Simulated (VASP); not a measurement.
CuI, 2 atoms in the cell. It takes space group F-43m (No. 216, cubic). Conventional cell: a = 5.951 Å, b = 5.951 Å, c = 5.951 Å, α = 90.00°, β = 90.00°, γ = 90.00°. I (site symmetry -43m) has 4 Cu at 2.58 Å within 3.4 Å. Cu (site symmetry -43m) has 4 I at 2.58 Å within 3.4 Å. 

```yaml
Program: VASP 6.6.1
Task: single point
Functional: RPBE
Dispersion: D4
Potentials_or_basis: VASP PAW PBE potentials, release 64 (I, Cu)
Cutoff: 520 eV
k_mesh: 8 × 8 × 8
Occupations: fermi-dirac, width 0.05 eV
Spin: no spin polarisation
Dipole_correction: no
Further_INCAR_settings: ALGO = Normal; EDIFF = 1e-06; NBANDS = 16
```

Potentials or basis: VASP PAW PBE potentials, release 64 (I, Cu).

The run is started by

```console
$ cat potpaw_PBE.64/I/POTCAR potpaw_PBE.64/Cu/POTCAR > POTCAR
$ mpirun -np 1 vasp_std > vasp.out
```

Hardware: 1 thread of Intel Xeon 8259CL, with other jobs on the host.

Task: How long does it take, and how much memory?

Result: Run time: 52 s on 1 thread of Intel Xeon 8259CL (shared host), peak memory 0.16 GiB. Counts: scf iterations 14, k points 29.
